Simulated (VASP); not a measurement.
Write the native input for VASP 6.6.1 that does the following.

| Property | Result |
| --- | --- |
| Task | single point |
| Functional | PBEsol |
| Potentials or basis | VASP PAW PBE potentials, release 64 (Ga_d, Sb) |
| Cutoff | 520 eV |
| k mesh | 14 × 14 × 14 |
| Occupations | fermi-dirac, width 0.1 eV |
| Spin | no spin polarisation |
| Dipole correction | no |
| Further INCAR settings | ALGO = Normal; EDIFF = 1e-07; NBANDS = 16 |

The structure of GaSb lies in POSCAR:

```
GaSb
1.0
    0.0000000000      3.0196465105      3.0196465105
    3.0196465105      0.0000000000      3.0196465105
    3.0196465105      3.0196465105      0.0000000000
Ga Sb
1 1
Direct
    0.0000000000      0.0000000000      0.0000000000
    0.7500000000      0.7500000000      0.7500000000
```

The input as run:

INCAR

```
SYSTEM = GaSb
PREC = Accurate
ENCUT = 520
EDIFF = 1E-7
ISMEAR = -1
SIGMA = 0.1
LREAL = .False.
LASPH = .True.
NELM = 80
ALGO = Normal
ISIF = 2
LWAVE = .False.
LCHARG = .False.
GGA = PS
NBANDS = 16
```

KPOINTS

```
regular mesh
0
Gamma
  14 14 14
  0 0 0
```

Potentials or basis: VASP PAW PBE potentials, release 64 (Ga_d, Sb).

Launch:

```sh
$ cat potpaw_PBE.64/Ga_d/POTCAR potpaw_PBE.64/Sb/POTCAR > POTCAR
$ mpirun -np 1 vasp_std > vasp.out
```

It gave:

```yaml
Pressure: 2.1 GPa
Band_gap_on_the_k_mesh: 0.27 eV
```

Caveat: the PAW data sets were made with another functional, which shifts forces and pressure a little; spin-orbit coupling is left out, which moves the levels of the heavy elements.

Run time: 90 s on 1 thread of Intel Xeon 8259CL, on a shared host, peak memory 0.24 GiB.
